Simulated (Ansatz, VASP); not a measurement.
**WS2 in VASP and in Ansatz**

Contents of INCAR:

```
PREC = Accurate ; ENCUT = 450
EDIFF = 1E-7 ; ISMEAR = 0
SIGMA = 0.05 ; LREAL = False
LASPH = True ; NELM = 120
ALGO = Normal ; ISIF = 2
LWAVE = False ; LCHARG = False
GGA = PE ; IVDW = 12
IBRION = 2 ; NSW = 50
EDIFFG = -0.01 ; GGA_COMPAT = False
NELMIN = 4
```

Contents of KPOINTS:

```
Automatic mesh
0
Gamma
  12 12 2
```

Contents of POSCAR:

```
WS2
1.0
    3.1597167055      0.0000000000      0.0000000000
   -1.5798583527      2.7363949357      0.0000000000
    0.0000000000      0.0000000000     18.4640000000
W S
1 2
Direct
    0.3333333333      0.6666666667      0.0000000000
    0.6666666667      0.3333333333      0.9069626068
    0.6666666667      0.3333333333      0.0930373932
```

Input for Ansatz:

```yaml
crystal:
  lattice:
    - [3.1597167055, 0.0, 0.0]
    - [-1.5798583527, 2.7363949357, 0.0]
    - [0.0, 0.0, 18.464]
  atoms:
    - { symbol: W, position: [0.3333333333, 0.6666666667, 0.0] }
    - { symbol: S, position: [0.6666666667, 0.3333333333, 0.9069626068] }
    - { symbol: S, position: [0.6666666667, 0.3333333333, 0.0930373932] }
basis:
  ecutwfc: 420
kpoints:
  mp_grid: { grid: [12, 12, 2] }
hamiltonian:
  xc: pbe
  dispersion: d3bj
scf:
  occupations: { method: gaussian, width: 0.05 }
output:
  forces: true
  stress: true
  eigenvalues: true
relax:
  adjacent_minimum: "off"
  f_tol: 0.01
  max_steps: 30
```

Alike in both runs: task relaxation of the atoms; functional PBE; dispersion D3(BJ); k mesh 12 × 12 × 2; occupations gaussian, width 0.05 eV; no spin polarisation.

|  | VASP | Ansatz |
| --- | --- | --- |
| version | VASP 6.6.1 | Ansatz 0.2.0 |
| potentials or method | VASP PAW PBE potentials, release 64 (W_sv, S), cutoff 450 eV | scalar-relativistic, plane waves, PAW |
| valence electrons in the cell | 26 | 26 |

```tsv
	VASP	Ansatz	Ansatz less VASP
gap on the k mesh at the Fermi level, each at its own relaxed structure (eV)	1.92	1.92	-0.004
```

Ansatz's warnings: stress scf threshold loose.

Neither program's run includes spin-orbit coupling.
